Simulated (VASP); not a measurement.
CoOs, 2 atoms in the cell. The structure is hexagonal, space group P-6m2 (No. 187). The conventional cell has a = 2.671 Å, b = 2.671 Å, c = 4.117 Å, α = 90.00°, β = 90.00°, γ = 120.00°. Within 3.4 Å of Co (site symmetry -6m2) lie 6 Os at 2.57 Å and 6 Co at 2.67 Å. Os (site symmetry -6m2) has 6 Co at 2.57 Å and 6 Os at 2.67 Å within 3.4 Å. 

```yaml
Program: VASP 6.6.1
Task: single point
Functional: PBEsol
Potentials_or_basis: VASP PAW PBE potentials, release 64 (Co, Os)
Cutoff: 520 eV
k_mesh: 14 × 14 × 8
Occupations: fermi-dirac, width 0.1 eV
Spin: collinear spin, ferromagnetic start
Starting_moments: "[0.7, 0.0] μB"
Fixed_moment: 0.7 μB
Dipole_correction: no
Further_INCAR_settings: ALGO = Normal; EDIFF = 1e-07; NBANDS = 20
```

Potentials or basis: VASP PAW PBE potentials, release 64 (Co, Os).

Command:

```bash
$ cat potpaw_PBE.64/Co/POTCAR potpaw_PBE.64/Os/POTCAR > POTCAR
$ mpirun -np 1 vasp_std > vasp.out
```

Hardware: 1 thread of Intel(R) Xeon(R) 6975P-C (Granite Rapids) (shared host).

**Question.** Estimate the wall time of this run.

**Answer.** It took 82 s on 1 thread of Intel(R) Xeon(R) 6975P-C (Granite Rapids), on a shared host, peak memory 0.21 GiB. Counts: scf iterations 18, k points 120.
